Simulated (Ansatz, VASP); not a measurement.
Two plane-wave programs on MoS2

The input INCAR:

```
SYSTEM = MoS2
PREC = Accurate
ENCUT = 520
EDIFF = 1E-6
ISMEAR = -1
SIGMA = 0.05
LREAL = .FALSE.
LASPH = .TRUE.
NELM = 150
ALGO = Normal
ISIF = 2
LWAVE = .FALSE.
LCHARG = .FALSE.
LNONCOLLINEAR = .TRUE.
MAGMOM = 0 0 0 0 0 0 0 0 0
LORBIT = 11
LSORBIT = .TRUE.
GGA_COMPAT = .FALSE.
LORBMOM = .TRUE.
LMAXMIX = 4
NBANDS = 39
```

KPOINTS

```
regular mesh
0
G
  7 7 3
  0 0 0
```

File POSCAR:

```
MoS2
1.0
    3.2274645616      0.0000000000      0.0000000000
   -1.6137322808      2.7950663001      0.0000000000
    0.0000000000      0.0000000000      6.3124734200
Mo S
1 2
Direct
    0.0000000000      0.0000000000      0.5000000000
    0.6666666667      0.3333333333      0.7446806800
    0.3333333333      0.6666666667      0.2553193200
```

input.yaml

```yaml
crystal:
  lattice:
    - [3.2274645616, 0.0, 0.0]
    - [-1.6137322808, 2.7950663001, 0.0]
    - [0.0, 0.0, 6.31247342]
  atoms:
    - { symbol: Mo, position: [0.0, 0.0, 0.5] }
    - { symbol: S, position: [0.6666666667, 0.3333333333, 0.74468068] }
    - { symbol: S, position: [0.3333333333, 0.6666666667, 0.25531932] }
hamiltonian:
  xc: lda
  pseudopotentials: { kind: paw_fr }
magnetization:
  noncollinear: true
  spin_orbit: true
kpoints:
  mp_grid: { grid: [7, 7, 3] }
  band_path:
    path:
      - [[0.0, 0.0, 0.0], [0.5, 0.0, 0.0], [0.3333333333, 0.3333333333, 0.0], [0.0, 0.0, 0.0], [0.0, 0.0, 0.5], [0.5, 0.0, 0.5], [0.3333333333, 0.3333333333, 0.5], [0.0, 0.0, 0.5]]
      - [[0.5, 0.0, 0.5], [0.5, 0.0, 0.0]]
      - [[0.3333333333, 0.3333333333, 0.0], [0.3333333333, 0.3333333333, 0.5]]
    npoints: 14
scf:
  occupations: { method: fermi_dirac, width: 0.05 }
  n_extra_bands: 7
output:
  forces: true
  stress: true
  eigenvalues: true
  fatbands: true
```

Alike in both runs: functional LDA; k mesh 7 × 7 × 3; occupations fermi-dirac, width 0.05 eV; non-collinear spin, spin-orbit coupling.

|  | VASP | Ansatz |
| --- | --- | --- |
| version | VASP 6.6.1 | Ansatz 0.2.0 |
| potentials or method | VASP PAW LDA potentials, release 64 (Mo_sv, S) | Ansatz PAW |
| plane-wave cutoff (eV) | 520 | 420 |
| valence electrons in the cell | 26 | 26 |
| task | single point | band structure |

Ansatz gave:

| Quantity | Value |
| --- | --- |
| pressure (GPa) | -5.7 |
| traceless stress, the component that is largest in VASP (GPa) | 1.97 |
| rms of the force components (eV/Å) | 0.083 |
| net moment per atom (μB) | 0.00 |

Task: Estimate VASP's values.

Result: Pressure (GPa): -5.6; traceless stress, the component that is largest in VASP (GPa): 1.99; rms of the force components (eV/Å): 0.072; net moment per atom (μB): 0.00.

LDA's correlation is that of Perdew and Zunger in VASP and of Perdew and Wang (1992) in Ansatz. Atom by atom the forces differ by 0.011 eV/Å (rms over components).
